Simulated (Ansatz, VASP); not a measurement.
## SiGe4 in VASP and in Ansatz

The input INCAR:

```
PREC = Accurate ; ENCUT = 520
EDIFF = 1E-7 ; ISMEAR = 0
SIGMA = 0.1 ; LREAL = False
LASPH = True ; NELM = 80
ALGO = Normal ; ISIF = 2
LWAVE = False ; LCHARG = False
GGA = PE ; NBANDS = 38
```

KPOINTS

```
Automatic mesh
0
Gamma
  6 6 2
```

POSCAR

```
SiGe4
1.0
    2.8317534200      0.0000000000      0.0000000000
   -1.4158767100      2.4523704000      0.0000000000
    0.0000000000      0.0000000000     13.2959053700
Si Ge
1 4
Direct
    0.0000000000      0.0000000000      0.5000000000
    0.0000000000      0.0000000000      0.7000000000
    0.0000000000      0.0000000000      0.9000000000
    0.0000000000      0.0000000000      0.1000000000
    0.0000000000      0.0000000000      0.3000000000
```

Input for Ansatz:

```yaml
crystal:
  lattice:
    - [2.83175342, 0.0, 0.0]
    - [-1.41587671, 2.4523704, 0.0]
    - [0.0, 0.0, 13.29590537]
  atoms:
    - { symbol: Si, position: [0.0, 0.0, 0.5] }
    - { symbol: Ge, position: [0.0, 0.0, 0.7] }
    - { symbol: Ge, position: [0.0, 0.0, 0.9] }
    - { symbol: Ge, position: [0.0, 0.0, 0.1] }
    - { symbol: Ge, position: [0.0, 0.0, 0.3] }
basis:
  ecutwfc: 420
kpoints:
  mp_grid: { grid: [6, 6, 2] }
hamiltonian:
  xc: pbe
scf:
  occupations: { method: gaussian, width: 0.1 }
  lower_state_search: "off"
output:
  forces: true
  stress: true
  eigenvalues: true
```

Alike in both runs: task single point; functional PBE; k mesh 6 × 6 × 2; occupations gaussian, width 0.1 eV; no spin polarisation.

|  | VASP | Ansatz |
| --- | --- | --- |
| version | VASP 6.6.1 | Ansatz 0.2.0 |
| potentials or method | VASP PAW PBE potentials, release 64 (Si, Ge_d), cutoff 520 eV | scalar-relativistic, plane waves, PAW |
| valence electrons in the cell | 60 | 60 |

VASP gave:

| Property | Result |
| --- | --- |
| gap on the k mesh at the Fermi level (eV) | none |
| pressure (GPa) | 1.4 |
| traceless stress, the component that is largest in VASP (GPa) | 9.33 |
| rms of the force components (eV/Å) | 0.166 |

Task: Which values does Ansatz return?

Result: gap on the k mesh at the Fermi level (eV): none; pressure (GPa): 1.4; traceless stress, the component that is largest in VASP (GPa): 9.34; rms of the force components (eV/Å): 0.165.

Atom by atom the forces differ by 0.001 eV/Å (rms over components). A gap of «none» marks a metal or a gap that the smearing closes. The functional is the same, so the differences come from potentials, cutoffs and numerics.

The k mesh is coarse, so the values compare programs but aren't converged.
